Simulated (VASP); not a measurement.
BN, 2 atoms in the cell. It takes space group F-43m (No. 216, cubic). Conventional cell: a = 3.626 Å, b = 3.626 Å, c = 3.626 Å, α = 90.00°, β = 90.00°, γ = 90.00°. B (site symmetry -43m) has 4 N at 1.57 Å within 2.1 Å. Within 2.1 Å of N (site symmetry -43m) lie 4 B at 1.57 Å. 

| Item | Value |
| --- | --- |
| Program | VASP 6.6.1 |
| Task | single point |
| Functional | PBE |
| Potentials or basis | VASP PAW PBE potentials, release 64 (B, N) |
| Cutoff | 520 eV |
| k mesh | 12 × 12 × 12 |
| Occupations | gaussian, width 0.05 eV |
| Spin | no spin polarisation |
| Dipole correction | no |
| Further INCAR settings | ALGO = Normal; EDIFF = 1e-06; NBANDS = 11 |

Potentials or basis: VASP PAW PBE potentials, release 64 (B, N).

Run with:

```console
$ cat potpaw_PBE.64/B/POTCAR potpaw_PBE.64/N/POTCAR > POTCAR
$ mpirun -np 1 vasp_std > vasp.out
```

Hardware: 1 thread of AMD EPYC 7R13 Processor (Zen 3), with other jobs on the host.

Question: How long does it take, and how much memory?

Answer: Run time: 6.3 s on 1 thread of AMD EPYC 7R13 Processor (Zen 3) (shared host), peak memory 0.09 GiB. Counts: scf iterations 12, k points 72.
